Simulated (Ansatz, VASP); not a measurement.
**Sn: VASP beside Ansatz**

File INCAR:

```
SYSTEM = Sn
ALGO     = Normal         ! electronic algorithm
EDIFF    = 1E-8           ! SCF threshold, eV
ENCUT    = 520            ! plane-wave cutoff, eV
GGA      = PE             ! functional
ISIF     = 2              ! what is computed and relaxed
ISMEAR   = -1             ! smearing method
LASPH    = .True.         ! aspherical terms in the spheres
LCHARG   = .False.        ! write CHGCAR
LEFG     = .True.       
LREAL    = .False.        ! projectors in reciprocal space
LWAVE    = .False.        ! write WAVECAR
NBANDS   = 21             ! bands
NELM     = 80             ! most SCF steps
PREC     = Accurate       ! precision mode
SIGMA    = 0.03           ! smearing width, eV
```

The input KPOINTS:

```
k-points
0
Gamma
  9 9 9
  0 0 0
```

POSCAR

```
Sn
1.0
    0.0000000000      3.2347450694      3.2347450694
    3.2347450694      0.0000000000      3.2347450694
    3.2347450694      3.2347450694      0.0000000000
Sn
2
Direct
    0.5000000000      0.5000000000      0.5000000000
    0.7500000000      0.7500000000      0.7500000000
```

Input for Ansatz:

```yaml
crystal:
  lattice:
    - [0.0, 3.2347450694, 3.2347450694]
    - [3.2347450694, 0.0, 3.2347450694]
    - [3.2347450694, 3.2347450694, 0.0]
  atoms:
    - { symbol: Sn, position: [0.5, 0.5, 0.5] }
    - { symbol: Sn, position: [0.75, 0.75, 0.75] }
kpoints:
  mp_grid: { grid: [9, 9, 9] }
scf:
  occupations: { method: fermi_dirac, width: 0.03 }
hamiltonian:
  xc: pbe
  pseudopotentials: { kind: all_electron, datasets: crystal }
output:
  forces: true
  stress: true
  eigenvalues: true
  efg: { contact_densities: true }
```

Change from the starting cell: volume scaled by 0.99, crystal datasets.

Alike in both runs: task electric field gradients; functional PBE; k mesh 9 × 9 × 9; occupations fermi-dirac, width 0.03 eV; no spin polarisation.

|  | VASP | Ansatz |
| --- | --- | --- |
| version | VASP 6.6.1 | Ansatz 0.2.0 |
| potentials or method | VASP PAW PBE potentials, release 64 (Sn_d), cutoff 520 eV | all-electron PAW with datasets made for the crystal, scalar-relativistic |

```csv
,VASP,Ansatz,Ansatz less VASP
pressure (GPa),3.7,3.7,+0.06
```

Ansatz ran all-electron here, and VASP with PAW potentials.
